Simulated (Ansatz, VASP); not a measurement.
# Two plane-wave programs on W

```xyz
1
Lattice="0.0000 2.0689 1.7728 2.0689 0.0000 1.7728 2.0689 2.0689 0.0000" Properties=species:S:1:pos:R:3 pbc="T T T"
W     0.0000    0.0000    0.0000
```

Alike in both runs: task single point; functional LDA; k mesh 22 × 22 × 22; occupations gaussian, width 0.15 eV; no spin polarisation.

```csv
,VASP,Ansatz
version,VASP 6.6.1,Ansatz 0.2.0
potentials or method,"VASP PAW LDA potentials, release 64 (W_sv), cutoff 520 eV","scalar-relativistic, plane waves, PAW"
valence electrons in the cell,14,14
```

Ansatz gave:

```
gap on the k mesh at the Fermi level (eV)                     : none
pressure (GPa)                                                : 9.7
traceless stress, the component that is largest in VASP (GPa) : -23.02
```

Question: What did VASP give for the same quantities?

Answer: gap on the k mesh at the Fermi level (eV): none; pressure (GPa): 11.7; traceless stress, the component that is largest in VASP (GPa): -23.13.

Ansatz warns that its potentials were made for another functional, while VASP's fit it. LDA's correlation is that of Perdew and Zunger in VASP and of Perdew and Wang (1992) in Ansatz. A gap of «none» marks a metal or a gap that the smearing closes.

Neither program's run includes spin-orbit coupling.
